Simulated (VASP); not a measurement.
## Ru: relaxation of cell and atoms with LDA

The system is Ru.

```
Ru
1.0
     1.50500    1.50500    1.50500
    -1.50500    1.50500    1.50500
    -1.50500   -1.50500    1.50500
Ru
1
Direct
  0.00000 0.00000 0.00000
```

```yaml
Program: VASP 6.6.1
Task: relaxation of cell and atoms
Functional: LDA
Potentials_or_basis: VASP PAW LDA potentials, release 64 (Ru_pv)
Cutoff: 600 eV
k_mesh: 10 × 10 × 10
Occupations: fermi-dirac, width 0.1 eV
Spin: no spin polarisation
Target_pressure: 10 GPa
Dipole_correction: no
Further_INCAR_settings: ALGO = Normal; EDIFF = 1e-07; IBRION = 2; EDIFFG = -0.02; NSW = 80; ISIF = 3
```

```
Relaxed volume                                         : 13.17 Å³/atom
Relaxed cell                                           : a = 2.577 Å, b = 2.577 Å, c = 2.577 Å, α = 70.53°, β = 109.47°, γ = 70.53°
Space group after relaxing (to 0.05 Å)                 : Im-3m (No. 229)
Energy change on relaxing (the enthalpy is what falls) : +10.7 meV/atom
Ionic steps                                            : 4
Pressure after relaxing                                : 9.9 GPa
Band gap on the k mesh                                 : zero (band 7 reaches 15.45 eV, above the bottom of band 8 at 11.84 eV)
```

The path:
| step | energy change (eV) | largest force (eV/Å) | pressure (GPa) | volume (Å³) |
| --- | --- | --- | --- | --- |
| 1 | 0.0000 | 0.0000 | -2.11 | 13.64 |
| 2 | 0.3418 | 0.0000 | 68.31 | 11.70 |
| 3 | 0.0095 | 0.0000 | 9.33 | 13.19 |
| 4 | 0.0107 | 0.0000 | 9.89 | 13.17 |

Final structure:
```
Ru
1.0
     1.48776    1.48776    1.48776
    -1.48776    1.48776    1.48776
    -1.48776   -1.48776    1.48776
Ru
1
Direct
  0.00000 0.00000 0.00000
```

Levels at points of the mesh, in eV from the Fermi level:
```tsv
k point	band 4	band 5	band 6	band 7	band 8	band 9	band 10	band 11
(0.00, 0.00, 0.00)	-8.36	-3.04	-3.04	-3.04	-0.10	-0.10	10.05	17.16
(0.50, 0.00, 0.00)	-6.67	-4.96	-0.10	0.43	1.26	2.73	10.04	11.00
(0.50, 0.50, 0.50)	-6.84	-6.84	2.05	2.05	2.05	9.63	9.63	9.63
```

Wall time 12 s on 1 thread of AMD EPYC 9R45 96-Core Processor (Zen 5), with other jobs on the host, peak memory 0.12 GiB.

Caveat: the cell is relaxed towards a set pressure, so the enthalpy falls and the energy may rise.
